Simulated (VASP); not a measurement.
# LuH2 (Fm-3m) in VASP: settings compared

The runs below take LuH2 through relaxation of cell and atoms, with PBEsol, BLYP+D3(BJ).

All numbers are computed with VASP 6.6.1; they aren't measurements. Logs are shortened: lines on timing, memory, paths and dates and some standing lists are left out, and cuts for length are marked.

### 1 The cell of the first run

Symmetry: Fm-3m, No. 225, cubic system. The conventional cell has a = 5.033 Å, b = 5.033 Å, c = 5.033 Å, α = 90.00°, β = 90.00°, γ = 90.00°. Lu (site symmetry m-3m) has 8 H at 2.18 Å within 2.9 Å. H (site symmetry -43m) has 4 Lu at 2.18 Å and 6 H at 2.52 Å within 2.9 Å.

### 2 Relaxation of cell and atoms, PBEsol

INCAR reads:

```
PREC = Accurate
ENCUT = 600
EDIFF = 1E-7
ISMEAR = -1
SIGMA = 0.1
LREAL = False
LASPH = True
NELM = 60
ALGO = Normal
ISIF = 3
LWAVE = False
LCHARG = False
GGA = PS
IBRION = 2
NSW = 80
EDIFFG = -0.01
```

KPOINTS reads:

```
Automatic mesh
0
Gamma
  7 7 7
```

POSCAR reads:

```
LuH2
1.0
    0.0000000000      2.5165000000      2.5165000000
    2.5165000000      0.0000000000      2.5165000000
    2.5165000000      2.5165000000      0.0000000000
Lu H
1 2
Direct
    0.0000000000      0.0000000000      0.0000000000
    0.2500000000      0.2500000000      0.2500000000
    0.7500000000      0.7500000000      0.7500000000
```

Potentials or basis: VASP PAW PBE potentials, release 64 (Lu, H).

Run with:

```console
$ cat potpaw_PBE.64/Lu/POTCAR potpaw_PBE.64/H/POTCAR > POTCAR
$ mpirun -np 1 vasp_std > vasp.out
```

OUTCAR:

```text
PREC = Accurate
   ENCUT = 600
   EDIFF = 1E-7
   ISMEAR = -1
   LREAL = False
   LASPH = True
   NELM = 60
   ISIF = 3
   GGA = PS
   IBRION = 2
   NSW = 80
   EDIFFG = -0.01

 ion  position               nearest neighbor table
   1  0.000  0.000  0.000-   3 2.18   3 2.18   3 2.18   2 2.18   2 2.18   2 2.18   3 2.18   2 2.18

   2  0.250  0.250  0.250-   1 2.18   1 2.18   1 2.18   1 2.18
   3  0.750  0.750  0.750-   1 2.18   1 2.18   1 2.18   1 2.18

  LATTYP: Found a face centered cubic cell.
 ALAT       =     5.0330000000

  Lattice vectors:

 A1 = (   0.0000000000,   2.5165000000,   2.5165000000)
 A2 = (   2.5165000000,   0.0000000000,   2.5165000000)
 A3 = (   2.5165000000,   2.5165000000,   0.0000000000)

Analysis of symmetry for initial positions (statically):
=====================================================================
 Subroutine PRICEL returns:
 Original cell was already a primitive cell.

 Routine SETGRP: Setting up the symmetry group for a
 face centered cubic supercell.

 Subroutine GETGRP returns: Found 48 space group operations
 (whereof 48 operations were pure point group operations)
 out of a pool of 48 trial point group operations.

The static configuration has the point symmetry O_h .

Analysis of symmetry for dynamics (positions and initial velocities):
=====================================================================
 Subroutine PRICEL returns:
 Original cell was already a primitive cell.

 Routine SETGRP: Setting up the symmetry group for a
 face centered cubic supercell.

 Subroutine GETGRP returns: Found 48 space group operations
 (whereof 48 operations were pure point group operations)
 out of a pool of 48 trial point group operations.

The dynamic configuration has the point symmetry O_h .

 Subroutine INISYM returns: Found 48 space group operations
 (whereof 48 operations are pure point group operations),
 and found     1 'primitive' translations

----------------------------------------------------------------------------------------

                                     Primitive cell

  volume of cell :      31.8728

  direct lattice vectors                    reciprocal lattice vectors
     0.000000000  2.516500000  2.516500000    -0.198688655  0.198688655  0.198688655
     2.516500000  0.000000000  2.516500000     0.198688655 -0.198688655  0.198688655
     2.516500000  2.516500000  0.000000000     0.198688655  0.198688655 -0.198688655

  length of vectors
     3.558868430  3.558868430  3.558868430     0.344138845  0.344138845  0.344138845

  position of ions in fractional coordinates (direct lattice)
[... 67 lines left out ...]
   PREC   = accura    normal or accurate (medium, high low for compatibility)
   ISTART =      0    job   : 0-new  1-cont  2-samecut
   ICHARG =      2    charge: 1-file 2-atom 10-const
   ISPIN  =      1    spin polarized calculation?
   LNONCOLLINEAR =      F non collinear calculations
   LSORBIT =      F    spin-orbit coupling
   LASPH  =      T    aspherical Exc in radial PAW
   ENCUT  =  600.0 eV  44.10 Ry    6.64 a.u.   7.11  7.11  7.11*2*pi/ulx,y,z
   NELM   =     60;   NELMIN=  2; NELMDL= -5     # of ELM steps
   EDIFF  = 0.1E-06   stopping-criterion for ELM
   LREAL  =      F    real-space projection
   EDIFFG = -.1E-01   stopping-criterion for IOM
   NSW    =     80    number of steps for IOM
   IBRION =      2    ionic relax: 0-MD 1-quasi-New 2-CG
   NFREE  =      1    steps in history (QN), initial steepest desc. (CG)
   ISIF   =      3    stress and relaxation
   ISYM   =      2    0-nonsym 1-usesym 2-fastsym
   POTIM  = 0.5000    time-step for ionic-motion
   TEBEG  =    0.0;   TEEND  =   0.0 temperature during run
   PSTRESS=    0.0 pullay stress
   NELECT =      27.0000    total number of electrons
   NUPDOWN=      -1.0000    fix difference up-down
   EMIN   =  10.00;   EMAX   =-10.00  energy-range for DOS
   EFERMI =   0.00;   METHOD = LEGACY
   ISMEAR =    -1;   SIGMA  =   0.10  broadening in eV -4-tet -1-fermi 0-gaus
   EFERMI_NEDOS =   21; number of points for ismear=-14 and -15
   IALGO  =     38    algorithm
   IMIX   =      4    mixing-type and parameters
     AMIX     =   0.40;   BMIX     =  1.00
     AMIX_MAG =   1.60;   BMIX_MAG =  1.00
  volume/ion in A,a.u.               =      10.62        71.70
  Fermi-wavevector in a.u.,A,eV,Ry     =   1.549016  2.927215 32.646494  2.399450
  Thomas-Fermi vector in A             =   2.653883
   LORBIT       =      0    0 simple, 1 ext, 2 COOP (PROOUT), +10 PAW based schemes
   GGA     = PS    functional components
   LHFCALC =     F    Hartree Fock is set to
   AEXX    =    0.0000 exact exchange contribution
   IVDW    =     0    specifies the selected vdW correction
   LEPSILON=     F    determine dielectric tensor
   LRPA    =     F    only Hartree local field effects (RPA)
 conjugate gradient relaxation of ions
 non-spin polarized calculation
  energy-cutoff  :      600.00
  volume of cell :       31.87
 maximum number of plane-waves:      1073
   NGX = 15   NGY = 15   NGZ = 15

--------------------------------------- Ionic step        1  -------------------------------------------

 number of electron      27.0000002 magnetization

 Free energy of the ion-electron system (eV)
  ---------------------------------------------------
  ext. energy  EPLUGINS =         0.00000000
  ---------------------------------------------------
  free energy    TOTEN  =       -13.70749609 eV

  energy without entropy =      -13.69779125  energy(sigma->0) =      -13.70264367

------------------------ aborting loop because EDIFF is reached ----------------------------------------

  FORCE on cell =-STRESS in cart. coord.  units (eV):
  Direction    XX          YY          ZZ          XY          YZ          ZX
  --------------------------------------------------------------------------------------
  -------------------------------------------------------------------------------------
  Total       -0.7349696     -0.7349696     -0.7349696      0.0000000     -0.0000000      0.0000000
  in kB      -36.9452951    -36.9452951    -36.9452951      0.0000000     -0.0000000      0.0000000
  external PRESSURE =     -36.9452951 kB  Pullay stress =       0.0000000 kB
[... 61 lines left out ...]
--------------------------------------- Ionic step        3  -------------------------------------------

 number of electron      26.9999997 magnetization

 Free energy of the ion-electron system (eV)
  ---------------------------------------------------
  ext. energy  EPLUGINS =         0.00000000
  ---------------------------------------------------
  free energy    TOTEN  =       -13.72269042 eV

  energy without entropy =      -13.71345518  energy(sigma->0) =      -13.71807280

 E-fermi :   2.6253     XC(G=0): -11.3892

 val. band max:        2.4003371243   @ k =  -0.2857   0.2857   0.0000
 cond. band min:       3.0266892757   @ k =   0.4286   0.2857   0.1429
 fundamental gap:      0.6263521514
 Fermi energy:         2.6252607223

 k-point     1 :       0.0000    0.0000    0.0000
  band No.  band energies     occupation
      1     -53.3487      2.00000
      2     -23.8476      2.00000
      3     -23.8476      2.00000
      4     -23.8476      2.00000
      5      -6.7672      2.00000
      6      -2.4729      2.00000
[... 419 lines left out ...]
  FREE ENERGIE OF THE ION-ELECTRON SYSTEM (eV)
  ---------------------------------------------------
  free  energy   TOTEN  =       -13.7226904152 eV

  energy  without entropy=      -13.7134551814  energy(sigma->0) =      -13.71807280

 reached required accuracy - stopping structural energy minimisation
```

CONTCAR:

```text
LuH2
   1.00000000000000
     0.0000000000000000    2.4830773648513924    2.4830773648513924
     2.4830773648513924    0.0000000000000000    2.4830773648513924
     2.4830773648513924    2.4830773648513924    0.0000000000000000
  Lu              H
     1     2
Direct
     0.0000000000000000    0.0000000000000000    0.0000000000000000
     0.2500000000000000    0.2500000000000000    0.2500000000000000
     0.7500000000000000    0.7500000000000000    0.7500000000000000

  0.00000000E+00  0.00000000E+00  0.00000000E+00
  0.00000000E+00  0.00000000E+00  0.00000000E+00
  0.00000000E+00  0.00000000E+00  0.00000000E+00
```

Wall time 55 s (1 thread of Intel Xeon Platinum 8488C (Sapphire Rapids), shared host); peak memory 0.18 GiB.

Results:

```yaml
Free_energy: -13.7227 eV
Relaxed_volume: 10.21 Å³/atom
Relaxed_cell: a = 3.512 Å, b = 3.512 Å, c = 3.512 Å, α = 60.00°, β = 60.00°, γ = 60.00°
Space_group_after_relaxing_to_0.05_Å: Fm-3m (No. 225)
Energy_gained_by_relaxing: 5.1 meV/atom
Ionic_steps: 3
Pressure_after_relaxing: -0.1 GPa
```

Step by step:
```
step  energy change (eV)  largest force (eV/Å)  pressure (GPa)  volume (Å³)
   1              0.0000                0.0000           -3.69        31.87
   2             -0.0150                0.0000           -0.46        30.76
   3             -0.0152                0.0000           -0.08        30.62
```

Final structure:
```yaml
crystal:
  lattice:
    - [0.00000, 2.48308, 2.48308]
    - [2.48308, 0.00000, 2.48308]
    - [2.48308, 2.48308, 0.00000]
  atoms:
    - { symbol: Lu, position: [0.00000, 0.00000, 0.00000] }
    - { symbol: H, position: [0.25000, 0.25000, 0.25000] }
    - { symbol: H, position: [0.75000, 0.75000, 0.75000] }
```

Levels at points of the mesh, in eV from the Fermi level:
```tsv
k point	band 10	band 11	band 12	band 13	band 14	band 15	band 16	band 17
(0.00, 0.00, 0.00)	-4.68	-4.68	-4.68	-0.29	1.45	1.45	1.45	4.41
```

Caveat: the PAW data sets were made with another functional, which shifts forces and pressure a little; spin-orbit coupling is left out, which moves the levels of the heavy elements.

### 3 Relaxation of cell and atoms, BLYP+D3(BJ)

INCAR reads:

```
SYSTEM = LuH2
PREC = Accurate
ENCUT = 600
EDIFF = 1E-6
ISMEAR = -1
SIGMA = 0.1
LREAL = .FALSE.
LASPH = .TRUE.
NELM = 80
ALGO = Normal
ISIF = 3
LWAVE = .FALSE.
LCHARG = .FALSE.
GGA = B5
ALDAX = 1.0
AGGAX = 1.0
AGGAC = 1.0
ALDAC = 0.0
IVDW = 12
VDW_S6 = 1.0
VDW_S8 = 2.6996
VDW_A1 = 0.4298
VDW_A2 = 4.2359
IBRION = 2
NSW = 80
EDIFFG = -0.01
```

KPOINTS reads:

```
regular mesh
0
G
  7 7 7
  0 0 0
```

POSCAR is that of step 2.

Potentials or basis: VASP PAW PBE potentials, release 64 (Lu, H).

Run with:

```console
$ cat potpaw_PBE.64/Lu/POTCAR potpaw_PBE.64/H/POTCAR > POTCAR
$ mpirun -np 1 vasp_std > vasp.out
```

It took 84 s on 1 thread of Intel Xeon Platinum 8488C (Sapphire Rapids), shared host; peak memory 0.19 GiB.

It converged, with:

```yaml
Free_energy: -13.5420 eV
Relaxed_volume: 10.13 Å³/atom
Relaxed_cell: a = 3.503 Å, b = 3.503 Å, c = 3.503 Å, α = 60.00°, β = 60.00°, γ = 60.00°
Space_group_after_relaxing_to_0.05_Å: Fm-3m (No. 225)
Energy_gained_by_relaxing: 7.0 meV/atom
Ionic_steps: 3
Pressure_after_relaxing: 0.0 GPa
Dispersion_energy_per_atom: -0.452 eV
```

The path:
| step | energy change (eV) | largest force (eV/Å) | pressure (GPa) | volume (Å³) |
| --- | --- | --- | --- | --- |
| 1 | 0.0000 | 0.0000 | -4.32 | 31.87 |
| 2 | -0.0205 | 0.0000 | -0.61 | 30.57 |
| 3 | -0.0209 | 0.0000 | -0.04 | 30.38 |

Final structure:
```
Lu H
1.0
     0.00000    2.47669    2.47669
     2.47669    0.00000    2.47669
     2.47669    2.47669    0.00000
Lu H
1 2
Direct
  0.00000 0.00000 0.00000
  0.25000 0.25000 0.25000
  0.75000 0.75000 0.75000
```

Levels at points of the mesh, in eV from the Fermi level:
```
           k point  band 9  band 10  band 11  band 12  band 13  band 14  band 15  band 16  band 17
(0.00, 0.00, 0.00)   -4.99    -4.91    -4.91    -4.91    -0.88     1.36     1.36     1.36     4.19
```

Caveat: the PAW data sets were made with another functional, which shifts forces and pressure a little; spin-orbit coupling is left out, which moves the levels of the heavy elements; pairwise dispersion overbinds metals, which lowers pressure and volume.
